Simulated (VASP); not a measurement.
Here is a VASP 6.6.1 calculation.

File POSCAR:

```
MoS2
1.0
    0.0000000000      2.9239767527      2.9239767527
    2.9239767527      0.0000000000      2.9239767527
    2.9239767527      2.9239767527      0.0000000000
Mo S
1 2
Direct
    0.0000000000      0.0000000000      0.0000000000
    0.2500000000      0.2500000000      0.2500000000
    0.7500000000      0.7500000000      0.7500000000
```

File INCAR.step1:

```
  ALGO = Normal
  EDIFF = 1E-4
  ENCUT = 520
  GGA = PE
  ISMEAR = -1
  LASPH = True
  LCHARG = False
  LREAL = False
  LWAVE = True
  NBANDS = 20
  NELM = 80
  PREC = Accurate
  SIGMA = 0.05
```

The input INCAR.step2:

```
  ALGO = Normal
  EDIFF = 1E-6
  ENCUT = 520
  ISIF = 2
  ISMEAR = -1
  ISTART = 1
  IVDW = 12
  LASPH = True
  LCHARG = False
  LMIXTAU = True
  LREAL = False
  LWAVE = False
  METAGGA = R2SCAN
  NBANDS = 20
  NELM = 80
  PREC = Accurate
  SIGMA = 0.05
  VDW_A1 = 0.49484001
  VDW_A2 = 5.73083694
  VDW_S6 = 1.0
  VDW_S8 = 0.78981345
```

Contents of KPOINTS:

```
k-points
0
Gamma
  8 8 8
```

Potentials or basis: VASP PAW PBE potentials, release 64 (Mo_sv, S).

The run is started by

```console
$ cat potpaw_PBE.64/Mo_sv/POTCAR potpaw_PBE.64/S/POTCAR > POTCAR
$ cp INCAR.step1 INCAR
$ mpirun -np 1 vasp_std > vasp.out
$ cp INCAR.step2 INCAR
$ mpirun -np 1 vasp_std > vasp.out
```

(1) Predict the dispersion energy per atom.

(2) Predict the band gap on the k mesh.

(3) Predict the pressure.

Results:

(1) -0.217 eV.

(2) zero (band 13 reaches 8.91 eV, above the bottom of band 14 at 7.84 eV).

(3) -0.6 GPa.

Caveat: three body term missing; the PAW data sets were made with another functional, which shifts forces and pressure a little; pairwise dispersion overbinds metals, which lowers pressure and volume.
